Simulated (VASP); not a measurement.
Runs of VASP 6.6.1 on MgO. The structure is that of space group P6_3mc (No. 186), or close to it. The cells are those of the table. 

```tsv
cell	gap on the mesh (eV)	pressure (GPa)	largest force (eV/Å)
a = 3.319, b = 3.319, c = 4.999 Å, angles 90.0, 90.0, 120.0°, 4 atoms	3.30	-6.5	(d)
a = 3.286, b = 3.286, c = 4.949 Å, angles 90.0, 90.0, 120.0°, 4 atoms	(a)	-3.0	0.03
a = 3.383, b = 3.383, c = 5.097 Å, angles 90.0, 90.0, 120.0°, 4 atoms	3.00	(c)	0.11
a = 3.351, b = 3.351, c = 5.048 Å, angles 90.0, 90.0, 120.0°, 4 atoms	3.15	-9.5	0.09
a = 3.252, b = 3.252, c = 4.898 Å, angles 90.0, 90.0, 120.0°, 4 atoms	(b)	1.2	0.01
```

Alike in all rows: task single point; level LDA; potentials or basis VASP PAW LDA potentials, release 64 (Mg, O); no spin polarisation; k mesh 7 × 7 × 4; cutoff (eV) 520; smearing gaussian 0.01 eV.

Task: Estimate the missing entries.

Result: (a) 3.47; (b) 3.64; (c) -12.1; (d) 0.06.

